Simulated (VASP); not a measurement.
Set up this calculation in VASP 6.6.1, as the native input.

* Task: electric field gradients
* Functional: r2SCAN
* Potentials or basis: VASP PAW PBE potentials, release 64 (Sn_d, O)
* Cutoff: 520 eV
* k mesh: 9 × 9 × 7
* Occupations: fermi-dirac, width 0.01 eV
* Spin: no spin polarisation
* Dipole correction: no
* Further INCAR settings: ALGO = Normal; EDIFF = 1e-08; NBANDS = 28

Crystal: SnO.

```
Sn O
1.0
     3.81370    0.00000    0.00000
     0.00000    3.81370    0.00000
     0.00000    0.00000    4.88691
Sn O
2 2
Direct
  0.00000 0.50000 0.23537
  0.50000 0.00000 0.76463
  0.50000 0.50000 0.00000
  0.00000 0.00000 0.00000
```

These files were run (other wordings do the same):

POSCAR

```
SnO
1.0
    3.8136952200      0.0000000000      0.0000000000
    0.0000000000      3.8136952200      0.0000000000
    0.0000000000      0.0000000000      4.8869133000
Sn O
2 2
Direct
    0.0000000000      0.5000000000      0.2353738600
    0.5000000000      0.0000000000      0.7646261400
    0.5000000000      0.5000000000      0.0000000000
    0.0000000000      0.0000000000      0.0000000000
```

INCAR.step1

```
  ALGO = Normal
  EDIFF = 1E-4
  ENCUT = 520
  GGA = PE
  ISMEAR = -1
  LASPH = T
  LCHARG = F
  LREAL = F
  LWAVE = T
  NBANDS = 28
  NELM = 100
  PREC = Accurate
  SIGMA = 0.01
```

INCAR.step2

```
  ALGO = Normal
  EDIFF = 1E-8
  ENCUT = 520
  ISIF = 2
  ISMEAR = -1
  ISTART = 1
  LASPH = T
  LCHARG = F
  LEFG = T
  LMIXTAU = T
  LREAL = F
  LWAVE = F
  METAGGA = R2SCAN
  NBANDS = 28
  NELM = 100
  PREC = Accurate
  SIGMA = 0.01
```

KPOINTS

```
k-points
0
Gamma
  9 9 7
```

Potentials or basis: VASP PAW PBE potentials, release 64 (Sn_d, O).

Launch:

```bash
$ cat potpaw_PBE.64/Sn_d/POTCAR potpaw_PBE.64/O/POTCAR > POTCAR
$ cp INCAR.step1 INCAR
$ mpirun -np 1 vasp_std > vasp.out
$ cp INCAR.step2 INCAR
$ mpirun -np 1 vasp_std > vasp.out
```

It gave:

The pressure is 0.1 GPa, the largest force is 0.015 eV/Å and the band gap on the k mesh is 0.42 eV (least direct gap 2.34 eV). The largest electric field gradient by atom is Sn -186.2; O +1.1 V/Å².

Caveat: semilocal functionals underestimate gaps, and a narrow one can read as zero; without QUAD_EFG the Cq values of the log hold for a quadrupole moment of 1 mb, not for the nuclei; the PAW data sets were made with another functional, which shifts forces and pressure a little; spin-orbit coupling is left out, which moves the levels of the heavy elements.

Wall time 2.9 min on 1 thread of Intel(R) Xeon(R) 6975P-C (Granite Rapids) (shared host), peak memory 0.24 GiB.
